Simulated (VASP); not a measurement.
# HgTe (I-4m2) in VASP: single point with r2SCAN

Aim: the single point of HgTe with r2SCAN.

Program: VASP 6.6.1. These are calculated values, not measurements. Logs are shortened: lines on timing, memory, paths and dates and some standing lists are left out, and cuts for length are marked.

## (1) The cell of the first run

The structure is tetragonal, space group I-4m2 (No. 119). Conventional cell: a = 6.091 Å, b = 6.091 Å, c = 3.119 Å, α = 90.00°, β = 90.00°, γ = 90.00°. Hg (site symmetry -4m2) has 2 Hg at 3.12 Å and 8 Te at 3.14 to 3.84 Å within 4.1 Å. Te (site symmetry -4m2) has 2 Te at 3.12 Å and 8 Hg at 3.14 to 3.84 Å within 4.1 Å.

## (2) Single point, r2SCAN

Contents of POSCAR:

```
HgTe
1.0
   -3.0456030000      3.0456030000      1.5594100000
    3.0456030000     -3.0456030000      1.5594100000
    3.0456030000      3.0456030000     -1.5594100000
Hg Te
1 1
Direct
    0.2500000000      0.7500000000      0.5000000000
    0.0000000000      0.0000000000      0.0000000000
```

Contents of INCAR.step1:

```
SYSTEM = HgTe
  ALGO = Normal
  EDIFF = 1E-4
  ENCUT = 520
  GGA = PE
  ISMEAR = 0
  LASPH = .TRUE.
  LCHARG = .FALSE.
  LREAL = .FALSE.
  LUSENCCL = .FALSE.
  LWAVE = .TRUE.
  NBANDS = 16
  NELM = 100
  PREC = Accurate
  SIGMA = 0.15
```

Contents of INCAR.step2:

```
SYSTEM = HgTe
  ALGO = Normal
  EDIFF = 1E-6
  ENCUT = 520
  ISIF = 2
  ISMEAR = 0
  ISTART = 1
  LASPH = .TRUE.
  LCHARG = .FALSE.
  LMIXTAU = .TRUE.
  LREAL = .FALSE.
  LUSENCCL = .FALSE.
  LWAVE = .FALSE.
  METAGGA = R2SCAN
  NBANDS = 16
  NELM = 100
  PREC = Accurate
  SIGMA = 0.15
```

Contents of KPOINTS:

```
k-points
0
G
  18 18 18
  0 0 0
```

Potentials or basis: VASP PAW PBE potentials, release 64 (Hg, Te).

Launch:

```sh
$ cat potpaw_PBE.64/Hg/POTCAR potpaw_PBE.64/Te/POTCAR > POTCAR
$ cp INCAR.step1 INCAR
$ mpirun -np 1 vasp_std > vasp.out
$ cp INCAR.step2 INCAR
$ mpirun -np 1 vasp_std > vasp.out
```

OUTCAR:

```text
SYSTEM = HgTe
   EDIFF = 1E-6
   ENCUT = 520
   ISIF = 2
   ISMEAR = 0
   ISTART = 1
   LASPH = .TRUE.
   LREAL = .FALSE.
   METAGGA = R2SCAN
   NELM = 100
   PREC = Accurate

 ion  position               nearest neighbor table
   1  0.250  0.750  0.500-   2 3.14   2 3.14   2 3.14   2 3.14
   2  0.000  0.000  0.000-   1 3.14   1 3.14   1 3.14   1 3.14

  LATTYP: Found a body centered tetragonal cell.
 ALAT       =     6.0912060000
 C/A-ratio  =     0.5120201156

  Lattice vectors:

 A1 = (  -3.0456030000,   3.0456030000,   1.5594100000)
 A2 = (   3.0456030000,  -3.0456030000,   1.5594100000)
 A3 = (   3.0456030000,   3.0456030000,  -1.5594100000)

Analysis of symmetry for initial positions (statically):
=====================================================================
 Subroutine PRICEL returns:
 Original cell was already a primitive cell.

 Routine SETGRP: Setting up the symmetry group for a
 body centered tetragonal supercell.

 Subroutine GETGRP returns: Found  8 space group operations
 (whereof  8 operations were pure point group operations)
 out of a pool of 16 trial point group operations.

The static configuration has the point symmetry D_2d.

Analysis of symmetry for dynamics (positions and initial velocities):
=====================================================================
 Subroutine PRICEL returns:
 Original cell was already a primitive cell.

 Routine SETGRP: Setting up the symmetry group for a
 body centered tetragonal supercell.

 Subroutine GETGRP returns: Found  8 space group operations
 (whereof  8 operations were pure point group operations)
 out of a pool of 16 trial point group operations.

The dynamic configuration has the point symmetry D_2d.

 Subroutine INISYM returns: Found  8 space group operations
 (whereof  8 operations are pure point group operations),
 and found     1 'primitive' translations

----------------------------------------------------------------------------------------

                                     Primitive cell

  volume of cell :      57.8585

  direct lattice vectors                    reciprocal lattice vectors
    -3.045603000  3.045603000  1.559410000     0.000000000  0.164171102  0.320634086
     3.045603000 -3.045603000  1.559410000     0.164171102  0.000000000  0.320634086
     3.045603000  3.045603000 -1.559410000     0.164171102  0.164171102  0.000000000

  length of vectors
     4.580737366  4.580737366  4.580737366     0.360219888  0.360219888  0.232172999

  position of ions in fractional coordinates (direct lattice)
     0.250000000  0.750000000  0.500000000
     0.000000000  0.000000000  0.000000000

  ion indices of the primitive-cell ions
   primitive index   ion index
                 1           1
                 2           2

----------------------------------------------------------------------------------------

 KPOINTS: k-points

Automatic generation of k-mesh.
 Grid dimensions read from file:
 generate k-points for:   18   18   18

 Generating k-lattice:

  Cartesian coordinates                     Fractional coordinates (reciprocal lattice)
     0.000000000  0.009120617  0.017813005     0.055555556  0.000000000  0.000000000
     0.009120617  0.000000000  0.017813005     0.000000000  0.055555556  0.000000000
     0.009120617  0.009120617  0.000000000     0.000000000  0.000000000  0.055555556

  Length of vectors
     0.020012216  0.020012216  0.012898500

  Shift w.r.t. Gamma in fractional coordinates (k-lattice)
     0.000000000  0.000000000  0.000000000

 Subroutine IBZKPT returns following result:
 ===========================================

 Found    480 irreducible k-points:

 Following reciprocal coordinates:
            Coordinates               Weight
  0.000000  0.000000  0.000000      1.000000
  0.055556  0.000000  0.000000      8.000000
  0.111111  0.000000  0.000000      8.000000
  0.166667  0.000000  0.000000      8.000000
  0.222222  0.000000  0.000000      8.000000
  0.277778  0.000000  0.000000      8.000000
[... 16 lines left out ...]
 -0.277778  0.055556  0.000000     16.000000
 -0.222222  0.055556  0.000000     16.000000
 [... further k-points ...]
   k-points           NKPTS =    480   k-points in BZ     NKDIM =    480   number of bands    NBANDS=     16
   number of dos      NEDOS =    301   number of ions     NIONS =      2
   total plane-waves  NPLWV =  46656
   dimension x,y,z NGX =    36 NGY =   36 NGZ =   36
   dimension x,y,z NGXF=    72 NGYF=   72 NGZF=   72
   ions per type =               1   1
   NGX,Y,Z   is equivalent  to a cutoff of  13.07, 13.07, 13.07 a.u.
   NGXF,Y,Z  is equivalent  to a cutoff of  26.13, 26.13, 26.13 a.u.
 SYSTEM =  HgTe
   PREC   = accura    normal or accurate (medium, high low for compatibility)
   ISTART =      1    job   : 0-new  1-cont  2-samecut
   ICHARG =      0    charge: 1-file 2-atom 10-const
   ISPIN  =      1    spin polarized calculation?
   LNONCOLLINEAR =      F non collinear calculations
   LSORBIT =      F    spin-orbit coupling
   LASPH  =      T    aspherical Exc in radial PAW
   ENCUT  =  520.0 eV  38.22 Ry    6.18 a.u.   8.52  8.52  8.52*2*pi/ulx,y,z
   NELM   =    100;   NELMIN=  2; NELMDL=  0     # of ELM steps
   EDIFF  = 0.1E-05   stopping-criterion for ELM
   LREAL  =      F    real-space projection
   EDIFFG = 0.1E-04   stopping-criterion for IOM
   NSW    =      0    number of steps for IOM
   IBRION =     -1    ionic relax: 0-MD 1-quasi-New 2-CG
   NFREE  =      0    steps in history (QN), initial steepest desc. (CG)
   ISIF   =      2    stress and relaxation
   ISYM   =      2    0-nonsym 1-usesym 2-fastsym
   POTIM  = 0.5000    time-step for ionic-motion
   TEBEG  =    0.0;   TEEND  =   0.0 temperature during run
   PSTRESS=    0.0 pullay stress
   NELECT =      18.0000    total number of electrons
   NUPDOWN=      -1.0000    fix difference up-down
   EMIN   =  10.00;   EMAX   =-10.00  energy-range for DOS
   EFERMI =   0.00;   METHOD = LEGACY
   ISMEAR =     0;   SIGMA  =   0.15  broadening in eV -4-tet -1-fermi 0-gaus
   EFERMI_NEDOS =   21; number of points for ismear=-14 and -15
   IALGO  =     38    algorithm
   IMIX   =      4    mixing-type and parameters
     AMIX     =   0.40;   BMIX     =  1.00
     AMIX_MAG =   1.60;   BMIX_MAG =  1.00
  volume/ion in A,a.u.               =      28.93       195.22
  Fermi-wavevector in a.u.,A,eV,Ry     =   1.109286  2.096246 16.742166  1.230515
  Thomas-Fermi vector in A             =   2.245823
   LORBIT       =      0    0 simple, 1 ext, 2 COOP (PROOUT), +10 PAW based schemes
   METAGGA = R2SCAN    functional components
   LHFCALC =     F    Hartree Fock is set to
   AEXX    =    0.0000 exact exchange contribution
   IVDW    =     0    specifies the selected vdW correction
   LEPSILON=     F    determine dielectric tensor
   LRPA    =     F    only Hartree local field effects (RPA)
 non-spin polarized calculation
 Gauss-broadening in eV      SIGMA  =   0.15
  energy-cutoff  :      520.00
  volume of cell :       57.86
 maximum number of plane-waves:      1586
 NGX is ok and might be reduce to    36
   NGX = 17   NGY = 17   NGZ = 17

 number of electron      18.0000002 magnetization

 Free energy of the ion-electron system (eV)
  ---------------------------------------------------
  ext. energy  EPLUGINS =         0.00000000
  ---------------------------------------------------
  free energy    TOTEN  =       -74.74794745 eV

  energy without entropy =      -74.73971640  energy(sigma->0) =      -74.74383193

 E-fermi :   4.4373     XC(G=0): -10.3461

 val. band max:        4.4341207167   @ k =  -0.3333   0.4444   0.1111
 cond. band min:       4.4379117750   @ k =  -0.2222   0.2778   0.0556
 fundamental gap:      0.0037910583
 Fermi energy:         4.4373326757

 k-point     1 :       0.0000    0.0000    0.0000
  band No.  band energies     occupation
      1      -8.6762      2.00000
      2      -3.4489      2.00000
      3      -2.7160      2.00000
      4      -2.6520      2.00000
      5      -2.2361      2.00000
      6      -2.2361      2.00000
[... 8 lines left out ...]
     15      14.7936      0.00000
     16      16.2111      0.00000

 k-point     2 :       0.0556    0.0000    0.0000
  band No.  band energies     occupation
      1      -8.6243      2.00000
      2      -3.4014      2.00000
      3      -2.7096      2.00000
      4      -2.6563      2.00000
      5      -2.2624      2.00000
      6      -2.2618      2.00000
[... 8 lines left out ...]
     15      14.8614      0.00000
     16      16.1538      0.00000

 k-point     3 :       0.1111    0.0000    0.0000
  band No.  band energies     occupation
      1      -8.4700      2.00000
      2      -3.2636      2.00000
      3      -2.6918      2.00000
      4      -2.6686      2.00000
      5      -2.3359      2.00000
      6      -2.3322      2.00000
[... 8 lines left out ...]
     15      15.0324      0.00000
     16      15.1509      0.00000

 k-point     4 :       0.1667    0.0000    0.0000
  band No.  band energies     occupation
      1      -8.2180      2.00000
      2      -3.0509      2.00000
      3      -2.6869      2.00000
      4      -2.6677      2.00000
      5      -2.4400      2.00000
      6      -2.4294      2.00000
[... 8 lines left out ...]
     15      14.3898      0.00000
     16      14.4579      0.00000
[... 324 lines left out ...]
 k-point    22 :      -0.3333    0.0556    0.0000
  band No.  band energies     occupation
      1      -7.4083      2.00000
      2      -2.7719      2.00000
      3      -2.7493      2.00000
      4      -2.6180      2.00000
      5      -2.5228      2.00000
      6      -2.5147      2.00000
[... 8 lines left out ...]
     15      13.5933      0.00000
     16      14.6489      0.00000

 k-point    23 :      -0.2778    0.0556    0.0000
  band No.  band energies     occupation
      1      -7.8236      2.00000
      2      -2.8164      2.00000
      3      -2.7194      2.00000
      4      -2.6706      2.00000
      5      -2.5303      2.00000
      6      -2.5090      2.00000
[... 8 lines left out ...]
     15      14.1612      0.00000
     16      14.2571      0.00000

 k-point    24 :      -0.2222    0.0556    0.0000
  band No.  band energies     occupation
      1      -8.1705      2.00000
      2      -3.0538      2.00000
      3      -2.7217      2.00000
      4      -2.6680      2.00000
      5      -2.4352      2.00000
      6      -2.4170      2.00000
[... 8 lines left out ...]
     15      14.3485      0.00000
     16      14.8987      0.00000

 [... further k-points ...]
[... 5 lines left out ...]
  --------------------------------------------------------------------------------------
  -------------------------------------------------------------------------------------
  Total       -0.4816115     -0.4816115     -0.2742584      0.0000000      0.0000000      0.0000000
  in kB      -13.3364583    -13.3364583     -7.5945773      0.0000000      0.0000000      0.0000000
  external PRESSURE =     -11.4224980 kB  Pullay stress =       0.0000000 kB

 VOLUME and BASIS-vectors are now :
 -----------------------------------------------------------------------------
  energy-cutoff  :      520.00
  volume of cell :       57.86
      direct lattice vectors                 reciprocal lattice vectors
    -3.045603000  3.045603000  1.559410000     0.000000000  0.164171102  0.320634086
     3.045603000 -3.045603000  1.559410000     0.164171102  0.000000000  0.320634086
     3.045603000  3.045603000 -1.559410000     0.164171102  0.164171102  0.000000000

 POSITION                                       TOTAL-FORCE (eV/Angst)
 -----------------------------------------------------------------------------------
      3.04560      0.00000      0.77970         0.000000     -0.000000      0.000000
      0.00000      0.00000      0.00000        -0.000000      0.000000      0.000000
 -----------------------------------------------------------------------------------
    total drift:                                0.000000     -0.000000     -0.000000

  FREE ENERGIE OF THE ION-ELECTRON SYSTEM (eV)
  ---------------------------------------------------
  free  energy   TOTEN  =       -74.7479474536 eV

  energy  without entropy=      -74.7397164039  energy(sigma->0) =      -74.74383193
```

Run time: 4 min. Hardware: 1 × NVIDIA H100 80GB with 1 thread of AMD EPYC 7R13 (Zen 3), shared host; peak memory 1.6 GiB.

Results:

```
Free energy            : -74.7479 eV
Pressure               : -1.1 GPa
Band gap on the k mesh : zero (bands 9 and 10 overlap by 4.01 eV)
```

Caveat: the PAW data sets were made with another functional, which shifts forces and pressure a little; spin-orbit coupling is left out, which moves the levels of the heavy elements.
